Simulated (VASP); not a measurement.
# Al2Cu (P4/mmm) in VASP: further runs

The runs below take Al2Cu through single point, with PBEsol, PBEsol+U.

Everything below comes from runs of VASP 6.6.1. Logs are shortened: lines on timing, memory, paths and dates and some standing lists are left out, and cuts for length are marked.

## (1) The cell of the first run

The structure is tetragonal, space group P4/mmm (No. 123). Conventional cell: a = 3.742 Å, b = 3.742 Å, c = 3.390 Å, α = 90.00°, β = 90.00°, γ = 90.00°. Al (site symmetry mmm) has 4 Cu at 2.52 Å and 6 Al at 2.65 to 3.39 Å within 3.4 Å. Within 3.4 Å of Cu (site symmetry 4/mmm) lie 8 Al at 2.52 Å and 2 Cu at 3.39 Å.

## (2) Single point, PBEsol

File INCAR:

```
SYSTEM = Al2Cu
PREC = Accurate
ENCUT = 600
EDIFF = 1E-6
ISMEAR = 1
SIGMA = 0.15
LREAL = .False.
LASPH = .True.
NELM = 120
ALGO = Normal
ISIF = 2
LWAVE = .False.
LCHARG = .False.
GGA = PS
NBANDS = 16
GGA_COMPAT = .False.
```

File KPOINTS:

```
Automatic mesh
0
Gamma
  14 14 18
  0 0 0
```

File POSCAR:

```
Al2Cu
1.0
    3.7421649547      0.0000000000      0.0000000000
    0.0000000000      3.7421649547      0.0000000000
    0.0000000000      0.0000000000      3.3904501551
Al Cu
2 1
Direct
    0.5000000000      0.0000000000      0.5000000000
    0.0000000000      0.5000000000      0.5000000000
    0.0000000000      0.0000000000      0.0000000000
```

Potentials or basis: VASP PAW PBE potentials, release 64 (Al, Cu).

Launch:

```bash
> cat potpaw_PBE.64/Al/POTCAR potpaw_PBE.64/Cu/POTCAR > POTCAR
> mpirun -np 1 vasp_std > vasp.out
```

OUTCAR:

```text
SYSTEM = Al2Cu
   PREC = Accurate
   ENCUT = 600
   EDIFF = 1E-6
   ISMEAR = 1
   LREAL = .False.
   LASPH = .True.
   NELM = 120
   ISIF = 2
   GGA = PS

 ion  position               nearest neighbor table
   1  0.500  0.000  0.500-   3 2.52   3 2.52   3 2.52   3 2.52   2 2.65   2 2.65   2 2.65   2 2.65

   2  0.000  0.500  0.500-   3 2.52   3 2.52   3 2.52   3 2.52   1 2.65   1 2.65   1 2.65   1 2.65

   3  0.000  0.000  0.000-   1 2.52   2 2.52   1 2.52   2 2.52   2 2.52   2 2.52   1 2.52   1 2.52

  LATTYP: Found a simple tetragonal cell.
 ALAT       =     3.7421649547
 C/A-ratio  =     0.9060130155

  Lattice vectors:

 A1 = (   3.7421649547,   0.0000000000,   0.0000000000)
 A2 = (   0.0000000000,   3.7421649547,   0.0000000000)
 A3 = (   0.0000000000,   0.0000000000,   3.3904501551)

Analysis of symmetry for initial positions (statically):
=====================================================================
 Subroutine PRICEL returns:
 Original cell was already a primitive cell.

 Routine SETGRP: Setting up the symmetry group for a
 simple tetragonal supercell.

 Subroutine GETGRP returns: Found 16 space group operations
 (whereof 16 operations were pure point group operations)
 out of a pool of 16 trial point group operations.

The static configuration has the point symmetry D_4h.

Analysis of symmetry for dynamics (positions and initial velocities):
=====================================================================
 Subroutine PRICEL returns:
 Original cell was already a primitive cell.

 Routine SETGRP: Setting up the symmetry group for a
 simple tetragonal supercell.

 Subroutine GETGRP returns: Found 16 space group operations
 (whereof 16 operations were pure point group operations)
 out of a pool of 16 trial point group operations.

The dynamic configuration has the point symmetry D_4h.

 Subroutine INISYM returns: Found 16 space group operations
 (whereof 16 operations are pure point group operations),
 and found     1 'primitive' translations

----------------------------------------------------------------------------------------

                                     Primitive cell

  volume of cell :      47.4792

  direct lattice vectors                    reciprocal lattice vectors
     3.742164955  0.000000000  0.000000000     0.267224992  0.000000000  0.000000000
     0.000000000  3.742164955  0.000000000     0.000000000  0.267224992  0.000000000
     0.000000000  0.000000000  3.390450155     0.000000000  0.000000000  0.294946085

  length of vectors
     3.742164955  3.742164955  3.390450155     0.267224992  0.267224992  0.294946085

  position of ions in fractional coordinates (direct lattice)
     0.500000000  0.000000000  0.500000000
     0.000000000  0.500000000  0.500000000
     0.000000000  0.000000000  0.000000000

  ion indices of the primitive-cell ions
   primitive index   ion index
                 1           1
                 2           2
                 3           3

----------------------------------------------------------------------------------------

 KPOINTS: Automatic mesh

Automatic generation of k-mesh.
 Grid dimensions read from file:
 generate k-points for:   14   14   18

 Generating k-lattice:

  Cartesian coordinates                     Fractional coordinates (reciprocal lattice)
     0.019087499  0.000000000  0.000000000     0.071428571  0.000000000  0.000000000
     0.000000000  0.019087499  0.000000000     0.000000000  0.071428571  0.000000000
     0.000000000  0.000000000  0.016385894     0.000000000  0.000000000  0.055555556

  Length of vectors
     0.019087499  0.019087499  0.016385894

  Shift w.r.t. Gamma in fractional coordinates (k-lattice)
     0.000000000  0.000000000  0.000000000

 Subroutine IBZKPT returns following result:
 ===========================================

 Found    360 irreducible k-points:

 Following reciprocal coordinates:
            Coordinates               Weight
  0.000000  0.000000  0.000000      1.000000
  0.071429  0.000000  0.000000      4.000000
  0.142857  0.000000  0.000000      4.000000
  0.214286  0.000000  0.000000      4.000000
  0.285714  0.000000  0.000000      4.000000
  0.357143  0.000000  0.000000      4.000000
[... 16 lines left out ...]
  0.285714  0.214286  0.000000      8.000000
  0.357143  0.214286  0.000000      8.000000
 [... further k-points ...]
   k-points           NKPTS =    360   k-points in BZ     NKDIM =    360   number of bands    NBANDS=     16
   number of dos      NEDOS =    301   number of ions     NIONS =      3
   total plane-waves  NPLWV =  25200
   dimension x,y,z NGX =    30 NGY =   30 NGZ =   28
   dimension x,y,z NGXF=    60 NGYF=   60 NGZF=   56
   ions per type =               2   1
   NGX,Y,Z   is equivalent  to a cutoff of  13.33, 13.33, 13.73 a.u.
   NGXF,Y,Z  is equivalent  to a cutoff of  26.66, 26.66, 27.46 a.u.
 SYSTEM =  Al2Cu
   PREC   = accura    normal or accurate (medium, high low for compatibility)
   ISTART =      0    job   : 0-new  1-cont  2-samecut
   ICHARG =      2    charge: 1-file 2-atom 10-const
   ISPIN  =      1    spin polarized calculation?
   LNONCOLLINEAR =      F non collinear calculations
   LSORBIT =      F    spin-orbit coupling
   LASPH  =      T    aspherical Exc in radial PAW
   ENCUT  =  600.0 eV  44.10 Ry    6.64 a.u.   7.47  7.47  6.77*2*pi/ulx,y,z
   NELM   =    120;   NELMIN=  2; NELMDL= -5     # of ELM steps
   EDIFF  = 0.1E-05   stopping-criterion for ELM
   LREAL  =      F    real-space projection
   EDIFFG = 0.1E-04   stopping-criterion for IOM
   NSW    =      0    number of steps for IOM
   IBRION =     -1    ionic relax: 0-MD 1-quasi-New 2-CG
   NFREE  =      0    steps in history (QN), initial steepest desc. (CG)
   ISIF   =      2    stress and relaxation
   ISYM   =      2    0-nonsym 1-usesym 2-fastsym
   POTIM  = 0.5000    time-step for ionic-motion
   TEBEG  =    0.0;   TEEND  =   0.0 temperature during run
   PSTRESS=    0.0 pullay stress
   NELECT =      17.0000    total number of electrons
   NUPDOWN=      -1.0000    fix difference up-down
   EMIN   =  10.00;   EMAX   =-10.00  energy-range for DOS
   EFERMI =   0.00;   METHOD = LEGACY
   ISMEAR =     1;   SIGMA  =   0.15  broadening in eV -4-tet -1-fermi 0-gaus
   EFERMI_NEDOS =   21; number of points for ismear=-14 and -15
   IALGO  =     38    algorithm
   IMIX   =      4    mixing-type and parameters
     AMIX     =   0.40;   BMIX     =  1.00
     AMIX_MAG =   1.60;   BMIX_MAG =  1.00
  volume/ion in A,a.u.               =      15.83       106.80
  Fermi-wavevector in a.u.,A,eV,Ry     =   1.162492  2.196792 18.386753  1.351388
  Thomas-Fermi vector in A             =   2.299053
   LORBIT       =      0    0 simple, 1 ext, 2 COOP (PROOUT), +10 PAW based schemes
   GGA     = PS    functional components
   LHFCALC =     F    Hartree Fock is set to
   AEXX    =    0.0000 exact exchange contribution
   IVDW    =     0    specifies the selected vdW correction
   LEPSILON=     F    determine dielectric tensor
   LRPA    =     F    only Hartree local field effects (RPA)
 non-spin polarized calculation
 Methfessel and Paxton  Order N= 1 SIGMA  =   0.15
  energy-cutoff  :      600.00
  volume of cell :       47.48
 maximum number of plane-waves:      1606
 NGX is ok and might be reduce to    30

 number of electron      17.0000005 magnetization

 Free energy of the ion-electron system (eV)
  ---------------------------------------------------
  ext. energy  EPLUGINS =         0.00000000
  ---------------------------------------------------
  free energy    TOTEN  =       -12.09826966 eV

  energy without entropy =      -12.09748934  energy(sigma->0) =      -12.09800955

 E-fermi :   6.9977     XC(G=0): -10.5961

 val. band max:        6.9927878522   @ k =   0.4286   0.1429   0.2222
 cond. band min:       7.0012148441   @ k =   0.3571   0.2857   0.1667
 fundamental gap:      0.0084269919
 Fermi energy:         6.9977089033

 k-point     1 :       0.0000    0.0000    0.0000
  band No.  band energies     occupation
      1      -3.4259      2.00000
      2       2.5384      2.00000
      3       2.6006      2.00000
      4       3.0926      2.00000
      5       3.0926      2.00000
      6       3.3840      2.00000
[... 8 lines left out ...]
     15      16.5728      0.00000
     16      17.1409      0.00000

 k-point     2 :       0.0714    0.0000    0.0000
  band No.  band energies     occupation
      1      -3.3735      2.00000
      2       2.5254      2.00000
      3       2.5954      2.00000
      4       3.0834      2.00000
      5       3.0935      2.00000
      6       3.3721      2.00000
[... 8 lines left out ...]
     15      16.8194      0.00000
     16      17.5870      0.00000

 k-point     3 :       0.1429    0.0000    0.0000
  band No.  band energies     occupation
      1      -3.2170      2.00000
      2       2.4375      2.00000
      3       2.5988      2.00000
      4       3.0579      2.00000
      5       3.0961      2.00000
      6       3.3402      2.00000
[... 8 lines left out ...]
     15      16.0592      0.00000
     16      18.8697      0.00000

 k-point     4 :       0.2143    0.0000    0.0000
  band No.  band energies     occupation
      1      -2.9592      2.00000
      2       2.1643      2.00000
      3       2.6173      2.00000
      4       3.0220      2.00000
      5       3.0998      2.00000
      6       3.2972      2.00000
[... 8 lines left out ...]
     15      15.1570      0.00000
     16      17.9411      0.00000
[... 324 lines left out ...]
 k-point    22 :       0.2143    0.2143    0.0000
  band No.  band energies     occupation
      1      -2.4944      2.00000
      2       2.3280      2.00000
      3       2.3578      2.00000
      4       3.0247      2.00000
      5       3.0416      2.00000
      6       3.1581      2.00000
[... 8 lines left out ...]
     15      16.1693      0.00000
     16      17.2162      0.00000

 k-point    23 :       0.2857    0.2143    0.0000
  band No.  band energies     occupation
      1      -2.1434      2.00000
      2       1.9076      2.00000
      3       2.4525      2.00000
      4       2.9951      2.00000
      5       3.0410      2.00000
      6       3.1083      2.00000
[... 8 lines left out ...]
     15      16.1272      0.00000
     16      16.9453      0.00000

 k-point    24 :       0.3571    0.2143    0.0000
  band No.  band energies     occupation
      1      -1.7136      2.00000
      2       1.2755      2.00000
      3       2.5522      2.00000
      4       2.9641      2.00000
      5       3.0457      2.00000
      6       3.0794      2.00000
[... 8 lines left out ...]
     15      16.4558      0.00000
     16      16.5586      0.00000

 [... further k-points ...]

------------------------ aborting loop because EDIFF is reached ----------------------------------------

  FORCE on cell =-STRESS in cart. coord.  units (eV):
  Direction    XX          YY          ZZ          XY          YZ          ZX
  --------------------------------------------------------------------------------------
  -------------------------------------------------------------------------------------
  Total        2.4859274      2.4859274     -1.6970025      0.0000000      0.0000000     -0.0000000
  in kB       83.8872210     83.8872210    -57.2650766      0.0000000      0.0000000     -0.0000000
  external PRESSURE =      36.8364551 kB  Pullay stress =       0.0000000 kB

 VOLUME and BASIS-vectors are now :
 -----------------------------------------------------------------------------
  energy-cutoff  :      600.00
  volume of cell :       47.48
      direct lattice vectors                 reciprocal lattice vectors
     3.742164955  0.000000000  0.000000000     0.267224992  0.000000000  0.000000000
     0.000000000  3.742164955  0.000000000     0.000000000  0.267224992  0.000000000
     0.000000000  0.000000000  3.390450155     0.000000000  0.000000000  0.294946085

 POSITION                                       TOTAL-FORCE (eV/Angst)
 -----------------------------------------------------------------------------------
      1.87108      0.00000      1.69523         0.000000      0.000000      0.000000
      0.00000      1.87108      1.69523         0.000000      0.000000      0.000000
      0.00000      0.00000      0.00000         0.000000      0.000000      0.000000
 -----------------------------------------------------------------------------------
    total drift:                               -0.000000     -0.000000     -0.000000

  FREE ENERGIE OF THE ION-ELECTRON SYSTEM (eV)
  ---------------------------------------------------
  free  energy   TOTEN  =       -12.0982696577 eV

  energy  without entropy=      -12.0974893418  energy(sigma->0) =      -12.09800955
```

It took 6.6 min on 1 thread of Oxide Virtual Turin-like, shared host; peak memory 0.4 GiB.

What came out:

```
Free energy            : -12.0983 eV
Pressure               : 3.7 GPa
Band gap on the k mesh : zero (an odd number of electrons rules out a gap without spin polarisation)
```

Caveat: the stress differs along the axes, from -6 to 8 GPa; the PAW data sets were made with another functional, which shifts forces and pressure a little.

## (3) Single point, PBEsol+U

This run uses another cell than the first one, of the same volume but with other edges.

File INCAR:

```
PREC = Accurate
ENCUT = 600
EDIFF = 1E-6
ISMEAR = 1
SIGMA = 0.15
LREAL = F
LASPH = T
NELM = 200
ALGO = Normal
ISIF = 2
LWAVE = F
LCHARG = T
LMAXMIX = 4
LDAU = T
LDAUTYPE = 2
LDAUL = -1 2
LDAUU = 0 6
LDAUJ = 0 0
LDAUPRINT = 1
GGA = PS
LELF = T
LVHAR = T
NBANDS = 16
GGA_COMPAT = F
```

File KPOINTS:

```
Automatic mesh
0
Gamma
  14 14 18
```

File POSCAR:

```
Al2Cu
1.0
    4.1992793755      0.0000000000      0.0000000000
    0.0000000000      4.1992793755      0.0000000000
    0.0000000000      0.0000000000      2.6924874064
Al Cu
2 1
Direct
    0.5000000000      0.0000000000      0.5000000000
    0.0000000000      0.5000000000      0.5000000000
    0.0000000000      0.0000000000      0.0000000000
```

Potentials or basis: VASP PAW PBE potentials, release 64 (Al, Cu).

Launch:

```bash
> cat potpaw_PBE.64/Al/POTCAR potpaw_PBE.64/Cu/POTCAR > POTCAR
> mpirun -np 1 vasp_std > vasp.out
```

It took 4.4 min on 1 thread of Oxide Virtual Turin-like, shared host; peak memory 0.41 GiB.

Results (log left out):

| Quantity | Value |
| --- | --- |
| Free energy | -10.4362 eV |
| Pressure | 0.7 GPa |
| Band gap on the k mesh | zero (an odd number of electrons rules out a gap without spin polarisation) |

Stress tensor (GPa, compression positive):
```
-1.49  0.00  0.00
 0.00 -1.49  0.00
 0.00  0.00  5.09
```

Levels at points of the mesh, in eV from the Fermi level:
| k point | band 6 | band 7 | band 8 | band 9 | band 10 | band 11 | band 12 | band 13 |
| --- | --- | --- | --- | --- | --- | --- | --- | --- |
| (0.00, 0.00, 0.00) | -5.22 | -2.69 | -2.69 | -1.07 | 0.57 | 5.35 | 5.35 | 6.42 |
| (0.50, 0.00, 0.00) | -5.23 | -5.22 | -1.45 | 1.04 | 1.09 | 1.22 | 7.75 | 8.90 |
| (0.50, 0.50, 0.00) | -5.56 | -5.23 | -5.23 | -3.04 | 8.26 | 8.26 | 8.64 | 8.96 |
| (0.00, 0.00, 0.50) | -5.44 | -3.52 | 1.78 | 2.82 | 2.82 | 2.85 | 2.85 | 3.62 |
| (0.50, 0.00, 0.50) | -4.30 | -2.95 | -2.50 | -1.49 | 4.06 | 4.07 | 4.51 | 5.23 |
| (0.50, 0.50, 0.50) | -2.89 | -2.28 | -2.28 | -0.19 | -0.18 | 0.14 | 0.14 | 2.37 |

Eigenvalues of the final occupation matrices:
```tsv
site	spin	trace	eigenvalues
site 3 d	1	4.68	0.92 0.93 0.93 0.94 0.95
site 3 d	2	4.68	0.92 0.93 0.93 0.94 0.95
```

Caveat: the stress differs along the axes, from -1 to 5 GPa; the PAW data sets were made with another functional, which shifts forces and pressure a little; U without spin polarisation on a metal has little footing; the U is typed as a test and isn't derived for this compound.
